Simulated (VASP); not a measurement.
# CdI2 (P-3m1) in VASP: settings compared, part 2 of 2

VASP 6.6.1. Earlier steps stand in the parts before.

## (4) Relaxation of cell and atoms, PBE+D3(BJ)

This run uses another cell than the first one, of 35.66 Å³/atom.

Input file INCAR:

```
SYSTEM = CdI2
ALGO = Normal
EDIFF = 1E-7
EDIFFG = -0.005
ENCUT = 500
GGA = PE
GGA_COMPAT = .FALSE.
IBRION = 2
ISIF = 3
ISMEAR = -1
IVDW = 12
LASPH = .TRUE.
LCHARG = .FALSE.
LREAL = .FALSE.
LWAVE = .FALSE.
NELM = 120
NELMIN = 4
NSW = 80
PREC = Accurate
SIGMA = 0.02
```

Input file KPOINTS:

```
k-points
0
G
  6 6 4
  0 0 0
```

Input file POSCAR:

```
CdI2
1.0
    4.2440000000      0.0000000000      0.0000000000
   -2.1220000000      3.6754118137      0.0000000000
    0.0000000000      0.0000000000      6.8590000000
Cd I
1 2
Direct
    0.0000000000      0.0000000000      0.0000000000
    0.3333333333      0.6666666667      0.2492000000
    0.6666666667      0.3333333333      0.7508000000
```

On the command line:

```console
$ cat potpaw_PBE.64/Cd/POTCAR potpaw_PBE.64/I/POTCAR > POTCAR
$ mpirun -np 1 vasp_std > vasp.out
```

Wall time 12 min (1 thread of AMD EPYC, shared host); peak memory 0.22 GiB.

Results (log left out):

| Property | Result |
| --- | --- |
| Free energy | -6.4863 eV |
| Relaxed volume | 35.54 Å³/atom |
| Relaxed cell | a = 4.248 Å, b = 4.248 Å, c = 6.822 Å, α = 90.00°, β = 90.00°, γ = 120.00° |
| Space group after relaxing (to 0.1 Å) | P-3m1 (No. 164) |
| Energy gained by relaxing | 1.3 meV/atom |
| Ionic steps | 11 |
| Pressure after relaxing | 0.0 GPa |
| Band gap on the k mesh | 2.34 eV (least direct gap 2.53 eV) |
| Dispersion energy per atom | -0.334 eV |

Forces in eV/Å, atoms in the order of the input:
```
Cd   0.000  0.000  0.000
I    0.000  0.000 -0.003
I    0.000  0.000  0.003
```

The path:
| step | energy change (eV) | largest force (eV/Å) | pressure (GPa) | volume (Å³) |
| --- | --- | --- | --- | --- |
| 1 | 0.0000 | 0.1435 | 0.41 | 106.99 |
| 2 | -0.0023 | 0.0288 | -0.15 | 108.41 |
| 3 | -0.0024 | 0.0457 | -0.07 | 108.20 |
| 4 | -0.0027 | 0.0394 | -0.06 | 108.03 |
| 5 | -0.0032 | 0.0205 | -0.02 | 107.52 |
| 6 | -0.0027 | 0.0182 | 0.07 | 106.51 |
| 7 | -0.0033 | 0.0108 | 0.00 | 107.26 |
| 8 | -0.0035 | 0.0058 | -0.01 | 107.13 |
| 9 | -0.0038 | 0.0092 | -0.04 | 106.75 |
| 10 | -0.0037 | 0.0147 | 0.10 | 106.33 |
| 11 | -0.0038 | 0.0028 | 0.00 | 106.63 |

Final structure:
```cif
data_structure
_symmetry_space_group_name_H-M 'P 1'
_symmetry_Int_Tables_number 1
_cell_length_a 4.2482
_cell_length_b 4.2482
_cell_length_c 6.8223
_cell_angle_alpha 90.000
_cell_angle_beta 90.000
_cell_angle_gamma 120.000
_cell_volume 106.63
loop_
_atom_site_label
_atom_site_type_symbol
_atom_site_fract_x
_atom_site_fract_y
_atom_site_fract_z
_atom_site_occupancy
Cd1 Cd 0.00000 0.00000 0.00000 1
I1 I 0.33333 0.66667 0.25382 1
I2 I 0.66667 0.33333 0.74618 1
```

Levels at points of the mesh, in eV from the valence-band top:
```csv
k point,band 11,band 12,band 13,band 14,band 15,band 16
"(0.00, 0.00, 0.00)",-0.17,-0.17,-0.11,2.42,4.48,6.36
"(0.50, 0.00, 0.00)",-1.50,-0.75,-0.12,2.66,4.98,5.88
"(0.00, 0.00, 0.50)",-0.43,0.00,0.00,3.60,4.52,6.13
"(0.50, 0.00, 0.50)",-1.18,-0.51,-0.48,2.34,4.90,5.79
```

Caveat: spin-orbit coupling is left out, which moves the levels of the heavy elements.

## (5) Single point, LDA

Input file INCAR:

```
PREC = Accurate
ENCUT = 500
EDIFF = 1E-6
ISMEAR = 0
SIGMA = 0.01
LREAL = F
LASPH = T
NELM = 120
ALGO = Normal
ISIF = 2
LWAVE = F
LCHARG = F
NBANDS = 20
GGA_COMPAT = F
```

Input file KPOINTS:

```
Automatic mesh
0
Gamma
  12 12 4
```

Input file POSCAR:

```
CdI2
1.0
    4.2483568959      0.0000000000      0.0000000000
   -2.1241784480      3.6791849962      0.0000000000
    0.0000000000      0.0000000000      6.8844151795
Cd I
1 2
Direct
    0.0000000000      0.0000000000      0.0000000000
    0.3333333333      0.6666666667      0.2495592321
    0.6666666667      0.3333333333      0.7504407679
```

Potentials or basis: VASP PAW LDA potentials, release 64 (Cd, I).

On the command line:

```console
$ cat potpaw_LDA.64/Cd/POTCAR potpaw_LDA.64/I/POTCAR > POTCAR
$ mpirun -np 1 vasp_std > vasp.out
```

Run time: 3.6 min. Hardware: 1 thread of AMD EPYC, shared host; peak memory 0.24 GiB.

The run converged. Its results:

```
Free energy            : -7.1392 eV
Pressure               : -1.9 GPa
Largest force          : 0.241 eV/Å
Band gap on the k mesh : 2.19 eV (least direct gap 2.36 eV)
```

Forces on the atoms (eV/Å):
```
Cd   0.000  0.000  0.000
I    0.000  0.000 -0.241
I    0.000  0.000  0.241
```

Levels at points of the mesh, in eV from the valence-band top:
| k point | band 11 | band 12 | band 13 | band 14 | band 15 | band 16 |
| --- | --- | --- | --- | --- | --- | --- |
| (0.00, 0.00, 0.00) | -0.16 | -0.16 | -0.16 | 2.20 | 4.26 | 6.19 |
| (0.50, 0.00, 0.00) | -1.54 | -0.74 | -0.14 | 2.49 | 4.79 | 5.76 |
| (0.00, 0.00, 0.50) | -0.44 | -0.01 | -0.01 | 3.40 | 4.28 | 5.98 |
| (0.50, 0.00, 0.50) | -1.24 | -0.52 | -0.46 | 2.19 | 4.72 | 5.65 |

Caveat: spin-orbit coupling is left out, which moves the levels of the heavy elements.

## (6) Relaxation of cell and atoms, r2SCAN+rVV10

This run uses another cell than the first one, of 35.48 Å³/atom.

Input file POSCAR:

```
CdI2
1.0
    4.2399145174      0.0000000000      0.0000000000
   -2.1199572587      3.6718736820      0.0000000000
    0.0000000000      0.0000000000      6.8360999508
Cd I
1 2
Direct
    0.0000000000      0.0000000000      0.0000000000
    0.3333333333      0.6666666667      0.2532255740
    0.6666666667      0.3333333333      0.7467744260
```

Input file INCAR.step1:

```
SYSTEM = CdI2
PREC = Accurate ; ENCUT = 550
ISMEAR = -1 ; SIGMA = 0.02
LREAL = .False. ; LASPH = .True.
NELM = 120 ; GGA = PE
ALGO = Normal ; EDIFF = 1E-5
LWAVE = .True. ; LCHARG = .False.
GGA_COMPAT = .False. ; IBRION = 2
ISIF = 3 ; EDIFFG = -0.005
NELMIN = 4 ; NSW = 100
```

Input file INCAR.step2:

```
SYSTEM = CdI2
PREC = Accurate ; ENCUT = 550
EDIFF = 1E-7 ; ISMEAR = -1
SIGMA = 0.02 ; LREAL = .False.
LASPH = .True. ; NELM = 120
ALGO = Normal ; ISIF = 3
LWAVE = .False. ; LCHARG = .False.
METAGGA = R2SCAN ; LMIXTAU = .True.
LUSE_VDW = .True. ; IVDW_NL = 2
BPARAM = 11.95 ; CPARAM = 0.0093
IBRION = 2 ; NSW = 80
EDIFFG = -0.005 ; ISTART = 1
GGA_COMPAT = .False. ; NELMIN = 4
```

Input file KPOINTS:

```
Automatic mesh
0
Gamma
  6 6 4
  0 0 0
```

Potentials or basis: VASP PAW PBE potentials, release 64 (Cd, I).

On the command line:

```console
$ cat potpaw_PBE.64/Cd/POTCAR potpaw_PBE.64/I/POTCAR > POTCAR
$ cp INCAR.step1 INCAR
$ mpirun -np 1 vasp_std > vasp.out
$ cp INCAR.step2 INCAR
$ mpirun -np 1 vasp_std > vasp.out
```

It took 88 min on 1 thread of AMD EPYC, shared host; peak memory 0.45 GiB.

It converged, with:

```yaml
Free_energy: -70.5185 eV
Relaxed_volume: 36.14 Å³/atom
Relaxed_cell: a = 4.258 Å, b = 4.258 Å, c = 6.905 Å, α = 90.00°, β = 90.00°, γ = 120.00°
Space_group_after_relaxing_to_0.1_Å: P-3m1 (No. 164)
Energy_gained_by_relaxing: 0.8 meV/atom
Ionic_steps: 9
Pressure_after_relaxing: 0.0 GPa
Band_gap_on_the_k_mesh: 2.78 eV (least direct gap 3.11 eV)
```

The path:
```tsv
step	energy change (eV)	largest force (eV/Å)	pressure (GPa)	volume (Å³)
1	0.0000	0.0372	0.25	106.43
2	-0.0008	0.0692	-0.02	107.29
3	-0.0008	0.0730	-0.05	107.40
4	-0.0014	0.0545	-0.03	107.56
5	-0.0019	0.0224	-0.01	107.83
6	-0.0014	0.0419	0.06	108.39
7	-0.0019	0.0046	0.01	107.98
8	-0.0022	0.0034	0.01	108.12
9	-0.0024	0.0009	0.00	108.41
```

Final structure:
```
Cd I
1.0
     4.25794    0.00000    0.00000
    -2.12897    3.68748    0.00000
     0.00000    0.00000    6.90452
Cd I
1 2
Direct
  0.00000 0.00000 0.00000
  0.33333 0.66667 0.24950
  0.66667 0.33333 0.75050
```

Levels at points of the mesh, in eV from the valence-band top:
```csv
k point,band 10,band 11,band 12,band 13,band 14,band 15,band 16,band 17
"(0.00, 0.00, 0.00)",-0.29,-0.15,-0.15,-0.13,3.00,5.01,6.88,6.88
"(0.50, 0.00, 0.00)",-1.98,-1.51,-0.69,-0.13,3.04,5.54,6.30,7.04
"(0.00, 0.00, 0.50)",-0.41,-0.41,0.00,0.00,4.08,5.07,6.67,6.67
"(0.50, 0.00, 0.50)",-1.30,-1.19,-0.49,-0.44,2.78,5.38,6.33,7.03
```

Caveat: the PAW data sets were made with another functional, which shifts forces and pressure a little; spin-orbit coupling is left out, which moves the levels of the heavy elements. r2SCAN opens gaps a little over a GGA but as a rule still falls short of measured ones.

## (7) The runs side by side

```tsv
task	level	potentials or basis	cell	k mesh	cutoff (eV)	smearing	gap on the mesh (eV)	pressure (GPa)	relaxed volume (Å³/atom)	largest force (eV/Å)
single point	r2SCAN+rVV10	VASP PAW PBE potentials, release 64 (Cd, I)	a = 4.248, b = 4.248, c = 6.884 Å, angles 90.0, 90.0, 120.0°, 3 atoms, atomic positions A	6 × 6 × 4	550	fermi-dirac 0.02 eV	2.79	0.3	-	0.04
relaxation of cell and atoms	PBE+D4	VASP PAW PBE potentials, release 64 (Cd, I)	relaxed from a = 4.240, b = 4.240, c = 6.836 Å, angles 90.0, 90.0, 120.0°, 3 atoms, atomic positions B	6 × 6 × 4	500	fermi-dirac 0.02 eV	2.34	0.0	35.51	-
relaxation of cell and atoms	PBE+D3(BJ)	VASP PAW PBE potentials, release 64 (Cd, I)	relaxed from a = 4.244, b = 4.244, c = 6.859 Å, angles 90.0, 90.0, 120.0°, 3 atoms, atomic positions C	6 × 6 × 4	500	fermi-dirac 0.02 eV	2.34	0.0	35.54	-
single point	LDA	VASP PAW LDA potentials, release 64 (Cd, I)	a = 4.248, b = 4.248, c = 6.884 Å, angles 90.0, 90.0, 120.0°, 3 atoms, atomic positions A	12 × 12 × 4	500	gaussian 0.01 eV	2.19	-1.9	-	0.24
relaxation of cell and atoms	r2SCAN+rVV10	VASP PAW PBE potentials, release 64 (Cd, I)	relaxed from a = 4.240, b = 4.240, c = 6.836 Å, angles 90.0, 90.0, 120.0°, 3 atoms, atomic positions B	6 × 6 × 4	550	fermi-dirac 0.02 eV	2.78	0.0	36.14	-
```

Alike in all rows: no spin polarisation.

Caveats: spin-orbit coupling is left out, which moves the levels of the heavy elements; the PAW data sets were made with another functional, which shifts forces and pressure a little (at least some runs).

Total energies depend on the potentials used, so only differences within one code and one set of settings carry meaning.
